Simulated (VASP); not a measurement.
# Cu (P6_3/mmc) in VASP: a series of runs

The runs below take Cu through single point, with PBEsol.

Program: VASP 6.6.1. These are calculated values, not measurements. Logs are shortened: lines on timing, memory, paths and dates and some standing lists are left out, and cuts for length are marked.

### 1 The cell of the first run

It takes space group P6_3/mmc (No. 194, hexagonal). The conventional cell has a = 2.493 Å, b = 2.493 Å, c = 4.249 Å, α = 90.00°, β = 90.00°, γ = 120.00°. Within 3.3 Å of Cu (site symmetry -6m2) lie 12 Cu at 2.49 to 2.57 Å.

This isn't the form of Cu at room conditions, which is fcc.

### 2 Single point, PBEsol

File INCAR:

```
ALGO = Fast
EDIFF = 1E-7
ENCUT = 520
GGA = PS
ISIF = 2
ISMEAR = 0
LASPH = True
LCHARG = False
LREAL = False
LWAVE = False
NBANDS = 18
NELM = 100
PREC = Accurate
SIGMA = 0.15
```

File KPOINTS:

```
k-points
0
Gamma
  24 24 14
```

File POSCAR:

```
Cu
1.0
    2.4932169943      0.0000000000      0.0000000000
   -1.2466084972      2.1591892543      0.0000000000
    0.0000000000      0.0000000000      4.2485389888
Cu
2
Direct
    0.3333333333      0.6666666667      0.2500000000
    0.6666666667      0.3333333333      0.7500000000
```

Potentials or basis: VASP PAW PBE potentials, release 64 (Cu).

The run is started by

```
$ cat potpaw_PBE.64/Cu/POTCAR > POTCAR
$ mpirun -np 1 vasp_std > vasp.out
```

OUTCAR:

```text
EDIFF = 1E-7
   ENCUT = 520
   GGA = PS
   ISIF = 2
   ISMEAR = 0
   LASPH = True
   LREAL = False
   NELM = 100
   PREC = Accurate

 ion  position               nearest neighbor table
   1  0.333  0.667  0.250-   2 2.57   2 2.57   2 2.57   2 2.57   2 2.57   2 2.57
   2  0.667  0.333  0.750-   1 2.57   1 2.57   1 2.57   1 2.57   1 2.57   1 2.57

  LATTYP: Found a hexagonal cell.
 ALAT       =     2.4932169943
 C/A-ratio  =     1.7040389980

  Lattice vectors:

 A1 = (   2.4932169943,   0.0000000000,   0.0000000000)
 A2 = (  -1.2466084972,   2.1591892543,   0.0000000000)
 A3 = (   0.0000000000,   0.0000000000,   4.2485389888)

Analysis of symmetry for initial positions (statically):
=====================================================================
 Subroutine PRICEL returns:
 Original cell was already a primitive cell.

 Routine SETGRP: Setting up the symmetry group for a
 hexagonal supercell.

 Subroutine GETGRP returns: Found 24 space group operations
 (whereof 12 operations were pure point group operations)
 out of a pool of 24 trial point group operations.

The static configuration has the point symmetry D_3d.
 The point group associated with its full space group is D_6h.

Analysis of symmetry for dynamics (positions and initial velocities):
=====================================================================
 Subroutine PRICEL returns:
 Original cell was already a primitive cell.

 Routine SETGRP: Setting up the symmetry group for a
 hexagonal supercell.

 Subroutine GETGRP returns: Found 24 space group operations
 (whereof 12 operations were pure point group operations)
 out of a pool of 24 trial point group operations.

The dynamic configuration has the point symmetry D_3d.
 The point group associated with its full space group is D_6h.

 Subroutine INISYM returns: Found 24 space group operations
 (whereof 12 operations are pure point group operations),
 and found     1 'primitive' translations

----------------------------------------------------------------------------------------

                                     Primitive cell

  volume of cell :      22.8713

  direct lattice vectors                    reciprocal lattice vectors
     2.493216994  0.000000000  0.000000000     0.401088234  0.231568400  0.000000000
    -1.246608497  2.159189254  0.000000000     0.000000000  0.463136799  0.000000000
     0.000000000  0.000000000  4.248538989     0.000000000  0.000000000  0.235375032

  length of vectors
     2.493216994  2.493216994  4.248538989     0.463136799  0.463136799  0.235375032

  position of ions in fractional coordinates (direct lattice)
     0.333333333  0.666666667  0.250000000
     0.666666667  0.333333333  0.750000000

  ion indices of the primitive-cell ions
   primitive index   ion index
                 1           1
                 2           2

----------------------------------------------------------------------------------------

 KPOINTS: k-points

Automatic generation of k-mesh.
 Grid dimensions read from file:
 generate k-points for:   24   24   14

 Generating k-lattice:

  Cartesian coordinates                     Fractional coordinates (reciprocal lattice)
     0.016712010  0.009648683  0.000000000     0.041666667  0.000000000  0.000000000
     0.000000000  0.019297367  0.000000000     0.000000000  0.041666667  0.000000000
     0.000000000  0.000000000  0.016812502     0.000000000  0.000000000  0.071428571

  Length of vectors
     0.019297367  0.019297367  0.016812502

  Shift w.r.t. Gamma in fractional coordinates (k-lattice)
     0.000000000  0.000000000  0.000000000

 Subroutine IBZKPT returns following result:
 ===========================================

 Found    488 irreducible k-points:

 Following reciprocal coordinates:
            Coordinates               Weight
  0.000000  0.000000  0.000000      1.000000
  0.041667 -0.000000  0.000000      6.000000
  0.083333  0.000000  0.000000      6.000000
  0.125000  0.000000  0.000000      6.000000
  0.166667  0.000000  0.000000      6.000000
  0.208333  0.000000  0.000000      6.000000
[... 16 lines left out ...]
  0.416667  0.041667  0.000000     12.000000
  0.458333  0.041667  0.000000     12.000000
 [... further k-points ...]
   k-points           NKPTS =    488   k-points in BZ     NKDIM =    488   number of bands    NBANDS=     18
   number of dos      NEDOS =    301   number of ions     NIONS =      2
   total plane-waves  NPLWV =  12800
   dimension x,y,z NGX =    20 NGY =   20 NGZ =   32
   dimension x,y,z NGXF=    40 NGYF=   40 NGZF=   64
   ions per type =               2
   NGX,Y,Z   is equivalent  to a cutoff of  13.34, 13.34, 12.52 a.u.
   NGXF,Y,Z  is equivalent  to a cutoff of  26.67, 26.67, 25.04 a.u.
 SYSTEM =  unknown system
   PREC   = accura    normal or accurate (medium, high low for compatibility)
   ISTART =      0    job   : 0-new  1-cont  2-samecut
   ICHARG =      2    charge: 1-file 2-atom 10-const
   ISPIN  =      1    spin polarized calculation?
   LNONCOLLINEAR =      F non collinear calculations
   LSORBIT =      F    spin-orbit coupling
   LASPH  =      T    aspherical Exc in radial PAW
   ENCUT  =  520.0 eV  38.22 Ry    6.18 a.u.   4.64  4.64  7.90*2*pi/ulx,y,z
   NELM   =    100;   NELMIN=  2; NELMDL= -5     # of ELM steps
   EDIFF  = 0.1E-06   stopping-criterion for ELM
   LREAL  =      F    real-space projection
   EDIFFG = 0.1E-05   stopping-criterion for IOM
   NSW    =      0    number of steps for IOM
   IBRION =     -1    ionic relax: 0-MD 1-quasi-New 2-CG
   NFREE  =      0    steps in history (QN), initial steepest desc. (CG)
   ISIF   =      2    stress and relaxation
   ISYM   =      2    0-nonsym 1-usesym 2-fastsym
   POTIM  = 0.5000    time-step for ionic-motion
   TEBEG  =    0.0;   TEEND  =   0.0 temperature during run
   PSTRESS=    0.0 pullay stress
   NELECT =      22.0000    total number of electrons
   NUPDOWN=      -1.0000    fix difference up-down
   EMIN   =  10.00;   EMAX   =-10.00  energy-range for DOS
   EFERMI =   0.00;   METHOD = LEGACY
   ISMEAR =     0;   SIGMA  =   0.15  broadening in eV -4-tet -1-fermi 0-gaus
   EFERMI_NEDOS =   21; number of points for ismear=-14 and -15
   IALGO  =     68    algorithm
   IMIX   =      4    mixing-type and parameters
     AMIX     =   0.40;   BMIX     =  1.00
     AMIX_MAG =   1.60;   BMIX_MAG =  1.00
  volume/ion in A,a.u.               =      11.44        77.17
  Fermi-wavevector in a.u.,A,eV,Ry     =   1.616041  3.053874 35.532800  2.611587
  Thomas-Fermi vector in A             =   2.710691
   LORBIT       =      0    0 simple, 1 ext, 2 COOP (PROOUT), +10 PAW based schemes
   GGA     = PS    functional components
   LHFCALC =     F    Hartree Fock is set to
   AEXX    =    0.0000 exact exchange contribution
   IVDW    =     0    specifies the selected vdW correction
   LEPSILON=     F    determine dielectric tensor
   LRPA    =     F    only Hartree local field effects (RPA)
 non-spin polarized calculation
 RMM-DIIS sequential band-by-band and
 Gauss-broadening in eV      SIGMA  =   0.15
  energy-cutoff  :      520.00
  volume of cell :       22.87
 maximum number of plane-waves:       632
 NGX is ok and might be reduce to    20
   NGX =  9   NGY =  9   NGZ = 15

 number of electron      22.0000020 magnetization

 Free energy of the ion-electron system (eV)
  ---------------------------------------------------
  ext. energy  EPLUGINS =         0.00000000
  ---------------------------------------------------
  free energy    TOTEN  =        -8.58933481 eV

  energy without entropy =       -8.58035345  energy(sigma->0) =       -8.58484413

 E-fermi :   7.7860     XC(G=0): -13.0957

 val. band max:        7.7829527323   @ k =   0.2917   0.1250   0.4286
 cond. band min:       7.7877248474   @ k =   0.5000   0.0000   0.1429
 fundamental gap:      0.0047721151
 Fermi energy:         7.7859920837

 k-point     1 :       0.0000    0.0000    0.0000
  band No.  band energies     occupation
      1      -1.8324      2.00000
      2       2.4232      2.00000
      3       4.5175      2.00000
      4       4.7321      2.00000
      5       4.7321      2.00000
      6       4.9181      2.00000
[... 10 lines left out ...]
     17      30.9590      0.00000
     18      32.5087      0.00000

 k-point     2 :       0.0417   -0.0000    0.0000
  band No.  band energies     occupation
      1      -1.7729      2.00000
      2       2.4613      2.00000
      3       4.5109      2.00000
      4       4.7340      2.00000
      5       4.7547      2.00000
      6       4.9051      2.00000
[... 10 lines left out ...]
     17      30.6699      0.00000
     18      32.7598      0.00000

 k-point     3 :       0.0833    0.0000    0.0000
  band No.  band energies     occupation
      1      -1.5955      2.00000
      2       2.5717      2.00000
      3       4.4810      2.00000
      4       4.7487      2.00000
      5       4.8215      2.00000
      6       4.8722      2.00000
[... 10 lines left out ...]
     17      30.8749      0.00000
     18      33.2646      0.00000

 k-point     4 :       0.1250    0.0000    0.0000
  band No.  band energies     occupation
      1      -1.3032      2.00000
      2       2.7424      2.00000
      3       4.4187      2.00000
      4       4.7536      2.00000
      5       4.7872      2.00000
      6       4.8651      2.00000
[... 10 lines left out ...]
     17      31.1514      0.00000
     18      32.1016      0.00000

 k-point     5 :       0.1667    0.0000    0.0000
  band No.  band energies     occupation
      1      -0.9019      2.00000
      2       2.9500      2.00000
      3       4.3376      2.00000
      4       4.4510      2.00000
      5       4.6954      2.00000
      6       4.9495      2.00000
[... 10 lines left out ...]
     17      29.9653      0.00000
     18      31.7254      0.00000

 k-point     6 :       0.2083    0.0000    0.0000
  band No.  band energies     occupation
      1      -0.4015      2.00000
      2       3.1539      2.00000
      3       4.1608      2.00000
      4       4.2666      2.00000
      5       4.6240      2.00000
      6       5.0898      2.00000
[... 10 lines left out ...]
     17      28.0790      0.00000
     18      30.3187      0.00000

 k-point     7 :       0.2500    0.0000    0.0000
  band No.  band energies     occupation
      1       0.1818      2.00000
      2       3.2955      2.00000
      3       3.9170      2.00000
      4       4.2382      2.00000
      5       4.5772      2.00000
      6       5.0395      2.00000
[... 10 lines left out ...]
     17      26.6244      0.00000
     18      29.2353      0.00000

 k-point     8 :       0.2917   -0.0000    0.0000
  band No.  band energies     occupation
      1       0.8202      2.00000
      2       3.3339      2.00000
      3       3.7178      2.00000
      4       4.2552      2.00000
      5       4.5952      2.00000
      6       4.9456      2.00000
[... 10 lines left out ...]
     17      25.1237      0.00000
     18      28.6198      0.00000
[... 229 lines left out ...]
     17      26.1282      0.00000
     18      29.4957      0.00000

 k-point    20 :       0.2917    0.0417    0.0000
  band No.  band energies     occupation
      1       1.1841      2.00000
      2       3.3422      2.00000
      3       3.6342      2.00000
      4       4.2449      2.00000
      5       4.6351      2.00000
      6       4.8476      2.00000
[... 10 lines left out ...]
     17      24.4623      0.00000
     18      29.0647      0.00000

 k-point    21 :       0.3333    0.0417    0.0000
  band No.  band energies     occupation
      1       1.8056      2.00000
      2       3.2769      2.00000
      3       3.5001      2.00000
      4       4.3054      2.00000
      5       4.7383      2.00000
      6       4.7827      2.00000
[... 10 lines left out ...]
     17      22.8651      0.00000
     18      28.7687      0.00000

 k-point    22 :       0.3750    0.0417    0.0000
  band No.  band energies     occupation
      1       2.3165      2.00000
      2       3.1956      2.00000
      3       3.4027      2.00000
      4       4.4243      2.00000
      5       4.7313      2.00000
      6       4.8373      2.00000
[... 10 lines left out ...]
     17      21.8466      0.00000
     18      28.5698      0.00000

 k-point    23 :       0.4167    0.0417    0.0000
  band No.  band energies     occupation
      1       2.6550      2.00000
      2       3.1175      2.00000
      3       3.3394      2.00000
      4       4.5884      2.00000
      5       4.6958      2.00000
      6       4.7998      2.00000
[... 10 lines left out ...]
     17      21.4694      0.00000
     18      28.4407      0.00000

 k-point    24 :       0.4583    0.0417    0.0000
  band No.  band energies     occupation
      1       2.8278      2.00000
      2       3.0543      2.00000
      3       3.3083      2.00000
      4       4.6777      2.00000
      5       4.7175      2.00000
      6       4.7764      2.00000
[... 10 lines left out ...]
     17      21.2958      0.00000
     18      28.3806      0.00000

 [... further k-points ...]

------------------------ aborting loop because EDIFF is reached ----------------------------------------

  FORCE on cell =-STRESS in cart. coord.  units (eV):
  Direction    XX          YY          ZZ          XY          YZ          ZX
  --------------------------------------------------------------------------------------
  -------------------------------------------------------------------------------------
  Total        0.2820380      0.2820380     -0.7903370     -0.0000000      0.0000000      0.0000000
  in kB       19.7573122     19.7573122    -55.3646408     -0.0000000      0.0000000      0.0000000
  external PRESSURE =      -5.2833388 kB  Pullay stress =       0.0000000 kB

 VOLUME and BASIS-vectors are now :
 -----------------------------------------------------------------------------
  energy-cutoff  :      520.00
  volume of cell :       22.87
      direct lattice vectors                 reciprocal lattice vectors
     2.493216994  0.000000000  0.000000000     0.401088234  0.231568400  0.000000000
    -1.246608497  2.159189254  0.000000000     0.000000000  0.463136799  0.000000000
     0.000000000  0.000000000  4.248538989     0.000000000  0.000000000  0.235375032

 POSITION                                       TOTAL-FORCE (eV/Angst)
 -----------------------------------------------------------------------------------
     -0.00000      1.43946      1.06213         0.000000     -0.000000      0.000000
      1.24661      0.71973      3.18640        -0.000000      0.000000      0.000000
 -----------------------------------------------------------------------------------
    total drift:                                0.000000     -0.000000      0.000000

  FREE ENERGIE OF THE ION-ELECTRON SYSTEM (eV)
  ---------------------------------------------------
  free  energy   TOTEN  =        -8.5893348140 eV

  energy  without entropy=       -8.5803534502  energy(sigma->0) =       -8.58484413
```

It took 1.7 min on 1 thread of AMD EPYC 9R45 (Zen 5), shared host; peak memory 0.24 GiB.

What came out:

* Free energy: -8.5893 eV
* Pressure: -0.5 GPa
* Band gap on the k mesh: zero (bands 11 and 12 overlap by 6.31 eV)

Caveat: the PAW data sets were made with another functional, which shifts forces and pressure a little.

(Part 1 of 2 ends here.)
